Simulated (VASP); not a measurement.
Input of a VASP 6.6.1 run:

The input INCAR:

```
PREC     = Accurate       # precision mode
ENCUT    = 520            # plane-wave cutoff, eV
EDIFF    = 1E-6           # SCF threshold, eV
ISMEAR   = -1             # smearing method
SIGMA    = 0.05           # smearing width, eV
LREAL    = False          # projectors in reciprocal space
LASPH    = True           # aspherical terms in the spheres
NELM     = 100            # most SCF steps
ALGO     = Normal         # electronic algorithm
ISIF     = 2              # what is computed and relaxed
LWAVE    = False          # write WAVECAR
LCHARG   = False          # write CHGCAR
GGA      = PS             # functional
NBANDS   = 9              # bands
```

KPOINTS

```
regular mesh
0
Gamma
  9 9 9
```

The input POSCAR:

```
LiH
1.0
    0.0000000000      2.0367500000      2.0367500000
    2.0367500000      0.0000000000      2.0367500000
    2.0367500000      2.0367500000      0.0000000000
Li H
1 1
Direct
    0.0000000000      0.0000000000      0.0000000000
    0.5000000000      0.5000000000      0.5000000000
```

Potentials or basis: VASP PAW PBE potentials, release 64 (Li_sv, H).

Run with:

```sh
$ cat potpaw_PBE.64/Li_sv/POTCAR potpaw_PBE.64/H/POTCAR > POTCAR
$ mpirun -np 1 vasp_std > vasp.out
```

Q: What does it give for the band gap on the k mesh?

A: 3.07 eV, direct.

 A k mesh can miss the band edges.
